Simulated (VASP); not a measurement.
# Lu (P6/mmm) in VASP: notebook

The runs below take Lu through single point, with PBE.

Everything below comes from runs of VASP 6.6.1. Logs are shortened: lines on timing, memory, paths and dates and some standing lists are left out, and cuts for length are marked.

### 1 The cell of the first run

Symmetry: P6/mmm, No. 191, hexagonal system. Conventional cell: a = 2.472 Å, b = 2.472 Å, c = 2.345 Å, α = 90.00°, β = 90.00°, γ = 120.00°. Lu (site symmetry 6/mmm) has 8 Lu at 2.34 to 2.47 Å within 3.1 Å.

This isn't the form of Lu at room conditions, which is hcp.

### 2 Single point, PBE

INCAR

```
SYSTEM = Lu
  PREC = Accurate
  ENCUT = 520
  EDIFF = 1E-7
  ISMEAR = -1
  SIGMA = 0.08
  LREAL = .False.
  LASPH = .True.
  NELM = 60
  ALGO = Normal
  ISIF = 2
  LWAVE = .False.
  LCHARG = .True.
  GGA = PE
  LELF = .True.
  LVHAR = .True.
  NBANDS = 18
```

KPOINTS

```
Automatic mesh
0
Gamma
  13 13 12
  0 0 0
```

POSCAR

```
Lu
1.0
    2.4716153903      0.0000000000      0.0000000000
   -1.2358076952      2.1404817164      0.0000000000
    0.0000000000      0.0000000000      2.3445527218
Lu
1
Direct
    0.0000000000      0.0000000000      0.0000000000
```

Potentials or basis: VASP PAW PBE potentials, release 64 (Lu).

On the command line:

```console
cat potpaw_PBE.64/Lu/POTCAR > POTCAR
mpirun -np 1 vasp_std > vasp.out
```

OUTCAR:

```text
SYSTEM = Lu
   PREC = Accurate
   ENCUT = 520
   EDIFF = 1E-7
   ISMEAR = -1
   LREAL = .False.
   LASPH = .True.
   NELM = 60
   ISIF = 2
   GGA = PE

 ion  position               nearest neighbor table
   1  0.000  0.000  0.000-

  LATTYP: Found a hexagonal cell.
 ALAT       =     2.4716153903
 C/A-ratio  =     0.9485912456

  Lattice vectors:

 A1 = (   2.4716153903,   0.0000000000,   0.0000000000)
 A2 = (  -1.2358076952,   2.1404817164,   0.0000000000)
 A3 = (   0.0000000000,   0.0000000000,   2.3445527218)

Analysis of symmetry for initial positions (statically):
=====================================================================
 Subroutine PRICEL returns:
 Original cell was already a primitive cell.

 Routine SETGRP: Setting up the symmetry group for a
 hexagonal supercell.

 Subroutine GETGRP returns: Found 24 space group operations
 (whereof 24 operations were pure point group operations)
 out of a pool of 24 trial point group operations.

The static configuration has the point symmetry D_6h.

Analysis of symmetry for dynamics (positions and initial velocities):
=====================================================================
 Subroutine PRICEL returns:
 Original cell was already a primitive cell.

 Routine SETGRP: Setting up the symmetry group for a
 hexagonal supercell.

 Subroutine GETGRP returns: Found 24 space group operations
 (whereof 24 operations were pure point group operations)
 out of a pool of 24 trial point group operations.

The dynamic configuration has the point symmetry D_6h.

 Subroutine INISYM returns: Found 24 space group operations
 (whereof 24 operations are pure point group operations),
 and found     1 'primitive' translations

----------------------------------------------------------------------------------------

                                     Primitive cell

  volume of cell :      12.4037

  direct lattice vectors                    reciprocal lattice vectors
     2.471615390  0.000000000  0.000000000     0.404593694  0.233592278  0.000000000
    -1.235807695  2.140481716  0.000000000     0.000000000  0.467184556  0.000000000
     0.000000000  0.000000000  2.344552722     0.000000000  0.000000000  0.426520586

  length of vectors
     2.471615390  2.471615390  2.344552722     0.467184556  0.467184556  0.426520586

  position of ions in fractional coordinates (direct lattice)
     0.000000000  0.000000000  0.000000000

  ion indices of the primitive-cell ions
   primitive index   ion index
                 1           1

----------------------------------------------------------------------------------------

 KPOINTS: Automatic mesh

Automatic generation of k-mesh.
 Grid dimensions read from file:
 generate k-points for:   13   13   12

 Generating k-lattice:

  Cartesian coordinates                     Fractional coordinates (reciprocal lattice)
     0.031122592  0.017968637  0.000000000     0.076923077  0.000000000  0.000000000
     0.000000000  0.035937274  0.000000000     0.000000000  0.076923077  0.000000000
     0.000000000  0.000000000  0.035543382     0.000000000  0.000000000  0.083333333

  Length of vectors
     0.035937274  0.035937274  0.035543382

  Shift w.r.t. Gamma in fractional coordinates (k-lattice)
     0.000000000  0.000000000  0.000000000

 Subroutine IBZKPT returns following result:
 ===========================================

 Found    147 irreducible k-points:

 Following reciprocal coordinates:
            Coordinates               Weight
  0.000000  0.000000  0.000000      1.000000
  0.076923  0.000000  0.000000      6.000000
  0.153846  0.000000  0.000000      6.000000
  0.230769  0.000000  0.000000      6.000000
  0.307692  0.000000  0.000000      6.000000
  0.384615 -0.000000  0.000000      6.000000
[... 16 lines left out ...]
  0.076923  0.000000  0.083333     12.000000
  0.153846  0.000000  0.083333     12.000000
 [... further k-points ...]
   k-points           NKPTS =    147   k-points in BZ     NKDIM =    147   number of bands    NBANDS=     18
   number of dos      NEDOS =    301   number of ions     NIONS =      1
   total plane-waves  NPLWV =   5832
   dimension x,y,z NGX =    18 NGY =   18 NGZ =   18
   dimension x,y,z NGXF=    36 NGYF=   36 NGZF=   36
   ions per type =               1
   NGX,Y,Z   is equivalent  to a cutoff of  12.11, 12.11, 12.76 a.u.
   NGXF,Y,Z  is equivalent  to a cutoff of  24.21, 24.21, 25.53 a.u.
 SYSTEM =  Lu
   PREC   = accura    normal or accurate (medium, high low for compatibility)
   ISTART =      0    job   : 0-new  1-cont  2-samecut
   ICHARG =      2    charge: 1-file 2-atom 10-const
   ISPIN  =      1    spin polarized calculation?
   LNONCOLLINEAR =      F non collinear calculations
   LSORBIT =      F    spin-orbit coupling
   LASPH  =      T    aspherical Exc in radial PAW
   ENCUT  =  520.0 eV  38.22 Ry    6.18 a.u.   4.60  4.60  4.36*2*pi/ulx,y,z
   NELM   =     60;   NELMIN=  2; NELMDL= -5     # of ELM steps
   EDIFF  = 0.1E-06   stopping-criterion for ELM
   LREAL  =      F    real-space projection
   EDIFFG = 0.1E-05   stopping-criterion for IOM
   NSW    =      0    number of steps for IOM
   IBRION =     -1    ionic relax: 0-MD 1-quasi-New 2-CG
   NFREE  =      0    steps in history (QN), initial steepest desc. (CG)
   ISIF   =      2    stress and relaxation
   ISYM   =      2    0-nonsym 1-usesym 2-fastsym
   POTIM  = 0.5000    time-step for ionic-motion
   TEBEG  =    0.0;   TEEND  =   0.0 temperature during run
   PSTRESS=    0.0 pullay stress
   NELECT =      25.0000    total number of electrons
   NUPDOWN=      -1.0000    fix difference up-down
   EMIN   =  10.00;   EMAX   =-10.00  energy-range for DOS
   EFERMI =   0.00;   METHOD = LEGACY
   ISMEAR =    -1;   SIGMA  =   0.08  broadening in eV -4-tet -1-fermi 0-gaus
   EFERMI_NEDOS =   21; number of points for ismear=-14 and -15
   IALGO  =     38    algorithm
   IMIX   =      4    mixing-type and parameters
     AMIX     =   0.40;   BMIX     =  1.00
     AMIX_MAG =   1.60;   BMIX_MAG =  1.00
  volume/ion in A,a.u.               =      12.40        83.70
  Fermi-wavevector in a.u.,A,eV,Ry     =   2.067937  3.907835 58.183472  4.276365
  Thomas-Fermi vector in A             =   3.066356
   LORBIT       =      0    0 simple, 1 ext, 2 COOP (PROOUT), +10 PAW based schemes
   GGA     = PE    functional components
   LHFCALC =     F    Hartree Fock is set to
   AEXX    =    0.0000 exact exchange contribution
   IVDW    =     0    specifies the selected vdW correction
   LEPSILON=     F    determine dielectric tensor
   LRPA    =     F    only Hartree local field effects (RPA)
 non-spin polarized calculation
  energy-cutoff  :      520.00
  volume of cell :       12.40
 maximum number of plane-waves:       346
   NGX =  9   NGY =  9   NGZ =  9

 number of electron      24.9999991 magnetization

 Free energy of the ion-electron system (eV)
  ---------------------------------------------------
  ext. energy  EPLUGINS =         0.00000000
  ---------------------------------------------------
  free energy    TOTEN  =         0.73782139 eV

  energy without entropy =        0.76281134  energy(sigma->0) =        0.75031637

 E-fermi :   6.3275     XC(G=0): -15.7194

 val. band max:        6.3005522624   @ k =   0.4615   0.0000   0.1667
 cond. band min:       6.3408064305   @ k =   0.2308   0.0769   0.1667
 fundamental gap:      0.0402541681
 Fermi energy:         6.3274533117

 k-point     1 :       0.0000    0.0000    0.0000
  band No.  band energies     occupation
      1     -50.6142      2.00000
      2     -18.2130      2.00000
      3     -18.0336      2.00000
      4     -18.0336      2.00000
      5      -0.1812      2.00000
      6       0.6191      2.00000
[... 10 lines left out ...]
     17      21.2492      0.00000
     18      21.8248      0.00000

 k-point     2 :       0.0769    0.0000    0.0000
  band No.  band energies     occupation
      1     -50.5605      2.00000
      2     -18.4830      2.00000
      3     -18.1669      2.00000
      4     -18.1222      2.00000
      5       0.2901      2.00000
      6       0.6297      2.00000
[... 10 lines left out ...]
     17      21.1063      0.00000
     18      22.9645      0.00000

 k-point     3 :       0.1538    0.0000    0.0000
  band No.  band energies     occupation
      1     -50.4096      2.00000
      2     -19.6186      2.00000
      3     -18.3613      2.00000
      4     -18.0374      2.00000
      5       0.6409      2.00000
      6       1.0340      2.00000
[... 10 lines left out ...]
     17      20.7262      0.00000
     18      25.8529      0.00000

 k-point     4 :       0.2308    0.0000    0.0000
  band No.  band energies     occupation
      1     -50.1909      2.00000
      2     -21.0243      2.00000
      3     -18.6839      2.00000
      4     -17.8503      2.00000
      5       0.6816      2.00000
      6       0.9303      2.00000
[... 10 lines left out ...]
     17      20.2246      0.00000
     18      27.2764      0.00000

 k-point     5 :       0.3077    0.0000    0.0000
  band No.  band energies     occupation
      1     -49.9502      2.00000
      2     -22.3484      2.00000
      3     -19.0096      2.00000
      4     -17.6454      2.00000
      5       0.7304      2.00000
      6       0.8878      2.00000
[... 10 lines left out ...]
     17      19.7289      0.00000
     18      25.4738      0.00000

 k-point     6 :       0.3846   -0.0000    0.0000
  band No.  band energies     occupation
      1     -49.7435      2.00000
      2     -23.3540      2.00000
      3     -19.2678      2.00000
      4     -17.4704      2.00000
      5       0.7408      2.00000
      6       0.9866      2.00000
[... 307 lines left out ...]
 k-point    21 :       0.3077    0.3077    0.0000
  band No.  band energies     occupation
      1     -49.4842      2.00000
      2     -22.8017      2.00000
      3     -21.9896      2.00000
      4     -17.2527      2.00000
      5       0.8541      2.00000
      6       0.9291      2.00000
[... 10 lines left out ...]
     17      20.6139      0.00000
     18      22.1180      0.00000

 k-point    22 :       0.0000    0.0000    0.0833
  band No.  band energies     occupation
      1     -50.5617      2.00000
      2     -18.7514      2.00000
      3     -17.9919      2.00000
      4     -17.9919      2.00000
      5       0.2484      2.00000
      6       0.6262      2.00000
[... 10 lines left out ...]
     17      20.3537      0.00000
     18      21.9948      0.00000

 k-point    23 :       0.0769    0.0000    0.0833
  band No.  band energies     occupation
      1     -50.5082      2.00000
      2     -18.7111      2.00000
      3     -18.4283      2.00000
      4     -18.0801      2.00000
      5       0.6321      2.00000
      6       0.7459      2.00000
[... 10 lines left out ...]
     17      20.1930      0.00000
     18      23.1241      0.00000

 k-point    24 :       0.1538    0.0000    0.0833
  band No.  band energies     occupation
      1     -50.3577      2.00000
      2     -19.5737      2.00000
      3     -18.5543      2.00000
      4     -18.3183      2.00000
      5       0.6598      2.00000
      6       1.0871      2.00000
[... 10 lines left out ...]
     17      19.7714      0.00000
     18      25.9618      0.00000

 [... further k-points ...]

------------------------ aborting loop because EDIFF is reached ----------------------------------------

  FORCE on cell =-STRESS in cart. coord.  units (eV):
  Direction    XX          YY          ZZ          XY          YZ          ZX
  --------------------------------------------------------------------------------------
  -------------------------------------------------------------------------------------
  Total       14.1799829     14.1799829     14.3171049     -0.0000000     -0.0000000      0.0000000
  in kB     1831.6136527   1831.6136527   1849.3255576     -0.0000000     -0.0000000      0.0000000
  external PRESSURE =    1837.5176210 kB  Pullay stress =       0.0000000 kB

 VOLUME and BASIS-vectors are now :
 -----------------------------------------------------------------------------
  energy-cutoff  :      520.00
  volume of cell :       12.40
      direct lattice vectors                 reciprocal lattice vectors
     2.471615390  0.000000000  0.000000000     0.404593694  0.233592278  0.000000000
    -1.235807695  2.140481716  0.000000000     0.000000000  0.467184556  0.000000000
     0.000000000  0.000000000  2.344552722     0.000000000  0.000000000  0.426520586

 POSITION                                       TOTAL-FORCE (eV/Angst)
 -----------------------------------------------------------------------------------
      0.00000      0.00000      0.00000         0.000000      0.000000      0.000000
 -----------------------------------------------------------------------------------
    total drift:                               -0.000000      0.000000      0.000000

  FREE ENERGIE OF THE ION-ELECTRON SYSTEM (eV)
  ---------------------------------------------------
  free  energy   TOTEN  =         0.7378213893 eV

  energy  without entropy=        0.7628113435  energy(sigma->0) =        0.75031637
```

Run time: 48 s. Hardware: 1 thread of Intel Xeon 8259CL, shared host; peak memory 0.16 GiB.

Results:

| Quantity | Value |
| --- | --- |
| Free energy | 0.7378 eV |
| Pressure | 183.8 GPa |
| Band gap on the k mesh | zero (an odd number of electrons rules out a gap without spin polarisation) |

Caveat: the cell stands under pressure; spin-orbit coupling is left out, which moves the levels of the heavy elements.

### 3 Single point, PBE (12.40 Å³/atom)

INCAR

```
ALGO = Normal
EDIFF = 1E-7
ENCUT = 520
GGA = PE
ISIF = 2
ISMEAR = -1
LASPH = True
LCHARG = True
LELF = True
LREAL = False
LVHAR = True
LWAVE = False
NBANDS = 18
NELM = 60
PREC = Accurate
SIGMA = 0.08
```

KPOINTS

```
k-points
0
Gamma
  13 13 12
```

POSCAR is that of step 2.

Potentials or basis: VASP PAW PBE potentials, release 64 (Lu).

On the command line:

```console
cat potpaw_PBE.64/Lu/POTCAR > POTCAR
mpirun -np 1 vasp_std > vasp.out
```

Run time: 53 s. Hardware: 1 thread of Intel Xeon 8259CL, shared host; peak memory 0.16 GiB.

It converged, with:

```
Free energy            : 0.7378 eV
Pressure               : 183.8 GPa
Band gap on the k mesh : zero (an odd number of electrons rules out a gap without spin polarisation)
```

Stress tensor (GPa, compression positive):
```
183.16   0.00   0.00
  0.00 183.16   0.00
  0.00   0.00 184.93
```

Levels at points of the mesh, in eV from the Fermi level:
```csv
k point,band 9,band 10,band 11,band 12,band 13,band 14,band 15,band 16,band 17,band 18
"(0.00, 0.00, 0.00)",-4.96,-4.96,-4.90,-4.60,-2.89,2.77,2.77,14.92,14.92,15.50
"(0.00, 0.00, 0.50)",-4.65,-4.65,-4.59,-1.68,3.95,4.75,4.75,6.79,6.79,20.16
```

Caveat: the cell stands under pressure; spin-orbit coupling is left out, which moves the levels of the heavy elements.

### 4 Single point, PBE

INCAR

```
PREC = Accurate ; ENCUT = 520
EDIFF = 1E-6 ; ISMEAR = -5
SIGMA = 0.1 ; LREAL = False
LASPH = True ; NELM = 60
ALGO = Normal ; ISIF = 2
LWAVE = False ; LCHARG = False
GGA = PE ; NBANDS = 18
```

KPOINTS

```
regular mesh
0
Gamma
  13 13 12
```

POSCAR is that of step 3.

On the command line:

```console
cat potpaw_PBE.64/Lu/POTCAR > POTCAR
mpirun -np 1 vasp_std > vasp.out
```

Wall time 62 s (1 thread of Intel Xeon 8259CL, shared host); peak memory 0.16 GiB.

It converged, with:

| Property | Result |
| --- | --- |
| Free energy | 0.7267 eV |
| Pressure | 183.1 GPa |
| Band gap on the k mesh | zero (an odd number of electrons rules out a gap without spin polarisation) |

Stress tensor (GPa, compression positive):
```
181.37   0.00   0.00
  0.00 181.37   0.00
  0.00   0.00 186.46
```

Levels at points of the mesh, in eV from the Fermi level:
```tsv
k point	band 10	band 11	band 12	band 13	band 14	band 15
(0.00, 0.00, 0.00)	-4.89	-4.83	-4.53	-2.83	2.83	2.83
(0.00, 0.00, 0.50)	-4.58	-4.52	-1.61	4.02	4.82	4.82
```

Caveat: the cell stands under pressure; spin-orbit coupling is left out, which moves the levels of the heavy elements; tetrahedron occupations give inexact forces and stress in metals.
